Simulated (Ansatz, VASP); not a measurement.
# BP in VASP and in Ansatz

```xyz
2
Lattice="0.0000 2.2741 2.2741 2.2741 0.0000 2.2741 2.2741 2.2741 0.0000" Properties=species:S:1:pos:R:3 pbc="T T T"
B     0.0000    0.0000    0.0000
P     1.1370    1.1370    1.1370
```

Alike in both runs: functional PBE; k mesh 10 × 10 × 10; occupations gaussian, width 0.02 eV; no spin polarisation.

Ansatz relaxed the structure, and its values are those at the end. VASP's run is a single point on that final structure, the one shown.

```csv
,VASP,Ansatz
version,VASP 6.6.1,Ansatz 0.2.0
potentials or method,"VASP PAW PBE potentials, release 64 (B, P), cutoff 500 eV","scalar-relativistic, plane waves, PAW"
valence electrons in the cell,8,8
```

VASP gave:

```
gap on the k mesh at the Fermi level (eV) : 1.25
least direct gap on the mesh (eV)         : 3.39
pressure (GPa)                            : -0.2
```

Problem. Estimate Ansatz's values.

Solution. gap on the k mesh at the Fermi level (eV): 1.25; least direct gap on the mesh (eV): 3.39; pressure (GPa): 0.0.

The functional is the same, so the differences come from potentials, cutoffs and numerics.
